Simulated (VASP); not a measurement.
Write the native input for VASP 6.6.1 that does the following.

```
Task                   : single point
Functional             : PBEsol
Potentials or basis    : VASP PAW PBE potentials, release 64 (Zn)
Cutoff                 : 520 eV
k mesh                 : 11 × 11 × 6
Occupations            : fermi-dirac, width 0.05 eV
Spin                   : no spin polarisation
Dipole correction      : no
Further INCAR settings : ALGO = Normal; EDIFF = 1e-06; NBANDS = 19
```

The structure of Zn lies in POSCAR:

```
Zn
1.0
    2.6411728893      0.0000000000      0.0000000000
   -1.3205864446      2.2873228179      0.0000000000
    0.0000000000      0.0000000000      4.6439073860
Zn
2
Direct
    0.6666666667      0.3333333333      0.7500000000
    0.3333333333      0.6666666667      0.2500000000
```

One way to write it, as run:

INCAR

```
ALGO = Normal
EDIFF = 1E-6
ENCUT = 520
GGA = PS
ISIF = 2
ISMEAR = -1
LASPH = True
LCHARG = True
LELF = True
LREAL = False
LVHAR = True
LWAVE = False
NBANDS = 19
NELM = 80
PREC = Accurate
SIGMA = 0.05
```

KPOINTS

```
k-points
0
Gamma
  11 11 6
```

Potentials or basis: VASP PAW PBE potentials, release 64 (Zn).

Command:

```sh
$ cat potpaw_PBE.64/Zn/POTCAR > POTCAR
$ mpirun -np 1 vasp_std > vasp.out
```

It gave:

| Property | Result |
| --- | --- |
| Pressure | 0.5 GPa |
| Band gap on the k mesh | zero (band 12 reaches 5.03 eV, above the bottom of band 13 at 1.24 eV) |

Caveat: the PAW data sets were made with another functional, which shifts forces and pressure a little.

Wall time 64 s on 1 thread of AMD EPYC 7R13, on a shared host, peak memory 0.12 GiB.
